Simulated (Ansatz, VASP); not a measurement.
# One calculation of Te, two programs

Contents of INCAR:

```
SYSTEM = Te
ALGO = Normal
EDIFF = 1E-6
ENCUT = 500
GGA = PE
GGA_COMPAT = .False.
ISIF = 2
ISMEAR = -1
LASPH = .True.
LCHARG = .False.
LREAL = .False.
LWAVE = .False.
NBANDS = 13
NELM = 120
PREC = Accurate
SIGMA = 0.1
```

File KPOINTS:

```
k-points
0
Gamma
  9 9 9
  0 0 0
```

Contents of POSCAR:

```
Te
1.0
    0.0000000000      3.5934270158      3.5934270158
    3.5934270158      0.0000000000      3.5934270158
    3.5934270158      3.5934270158      0.0000000000
Te
2
Direct
    0.1250000000      0.1250000000      0.1250000000
    0.8750000000      0.8750000000      0.8750000000
```

Input for Ansatz:

```yaml
crystal:
  lattice:
    - [0.0, 3.5934270158, 3.5934270158]
    - [3.5934270158, 0.0, 3.5934270158]
    - [3.5934270158, 3.5934270158, 0.0]
  atoms:
    - { symbol: Te, position: [0.125, 0.125, 0.125] }
    - { symbol: Te, position: [0.875, 0.875, 0.875] }
hamiltonian:
  xc: pbe
  pseudopotentials:
    kind: paw
    azcp:
      Te: "pseudopotentials/Te.paw.azcp"
basis:
  ecutwfc: 420
  fft_grid_basis: typed
kpoints:
  mp_grid: { grid: [9, 9, 9], shift: [0, 0, 0] }
magnetization:
  spin_polarized: false
scf:
  occupations: { method: fermi_dirac, width: 0.1 }
  lower_state_search: "off"
output:
  stress: true
```

Alike in both runs: task single point; functional PBE; k mesh 9 × 9 × 9; occupations fermi-dirac, width 0.1 eV; no spin polarisation.

```csv
,VASP,Ansatz
version,VASP 6.6.1,Ansatz 0.2.0
potentials or method,"VASP PAW PBE potentials, release 64 (Te), cutoff 500 eV","plane waves (420 eV) with PAW, scalar-relativistic"
valence electrons in the cell,12,32
```

|  | VASP | Ansatz | Ansatz less VASP |
| --- | --- | --- | --- |
| pressure (GPa) | 0.0 | 0.0 | +0.02 |

VASP's potentials hold 12 valence electrons a cell and Ansatz's 32, so a difference there can come from the potentials and not from the codes.

Neither program's run includes spin-orbit coupling.
